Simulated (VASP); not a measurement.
Input of a VASP 6.6.1 run:

The input INCAR:

```
PREC = Accurate ; ENCUT = 520
EDIFF = 1E-7 ; ISMEAR = 0
SIGMA = 0.01 ; LREAL = F
LASPH = T ; NELM = 120
ALGO = Normal ; ISIF = 2
LWAVE = F ; LCHARG = F
GGA = PE ; IBRION = 2
NSW = 60 ; EDIFFG = -0.008
GGA_COMPAT = F ; NELMIN = 4
KPAR = 4
```

KPOINTS

```
Automatic mesh
0
Gamma
  12 12 6
```

Contents of POSCAR:

```
Mg3Sb2
1.0
    4.5938670597      0.0000000000      0.0000000000
   -2.2969335298      3.9784055753      0.0000000000
    0.0000000000      0.0000000000      7.4197609360
Mg Sb
3 2
Direct
    0.3333333333      0.6666666667      0.6319625079
    0.6666666667      0.3333333333      0.3680374921
    0.0000000000      0.0000000000      0.0000000000
    0.3333333333      0.6666666667      0.2256274200
    0.6666666667      0.3333333333      0.7743725800
```

Potentials or basis: VASP PAW PBE potentials, release 64 (Mg, Sb).

The run is started by

```console
$ cat potpaw_PBE.64/Mg/POTCAR potpaw_PBE.64/Sb/POTCAR > POTCAR
$ mpirun -np 4 vasp_std > vasp.out
```

Q: Estimate the band gap on the k mesh.

A: 0.16 eV, indirect (least direct gap 1.02 eV).

Q: Predict the energy gained by relaxing.

A: 0.2 meV/atom.

Forces in eV/Å, atoms in the order of the input:
```
Mg   0.000  0.000 -0.007
Mg   0.000  0.000  0.007
Mg   0.000  0.000  0.000
Sb   0.000  0.000 -0.007
Sb   0.000  0.000  0.007
```

Caveat: the cell differs from its parent crystal (strain along c alone, the other axes held: +2.0 %); spin-orbit coupling is left out, which moves the levels of the heavy elements. A k mesh can miss the band edges.
